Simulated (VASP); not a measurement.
Input of a VASP 6.6.1 run:

INCAR

```
  PREC = Accurate
  ENCUT = 520
  EDIFF = 1E-6
  ISMEAR = -1
  SIGMA = 0.05
  LREAL = F
  LASPH = T
  NELM = 100
  ALGO = Normal
  ISIF = 2
  LWAVE = F
  LCHARG = F
  GGA = CA
  NBANDS = 17
```

Contents of KPOINTS:

```
Automatic mesh
0
Gamma
  10 10 10
```

POSCAR

```
TePb
1.0
    0.0000000000      3.6673972383      3.6673972383
    3.6673972383      0.0000000000      3.6673972383
    3.6673972383      3.6673972383      0.0000000000
Pb Te
1 1
Direct
    0.0000000000      0.0000000000      0.0000000000
    0.2500000000      0.2500000000      0.2500000000
```

Potentials or basis: VASP PAW LDA potentials, release 64 (Pb_d, Te).

Command:

```sh
$ cat potpaw_LDA.64/Pb_d/POTCAR potpaw_LDA.64/Te/POTCAR > POTCAR
$ mpirun -np 1 vasp_std > vasp.out
```

Task: Predict the band gap on the k mesh.

Result: 0.55 eV (least direct gap 1.08 eV).

Task: Predict the pressure.

Result: -2.1 GPa.

Caveat: spin-orbit coupling is left out, which moves the levels of the heavy elements. A k mesh can miss the band edges.
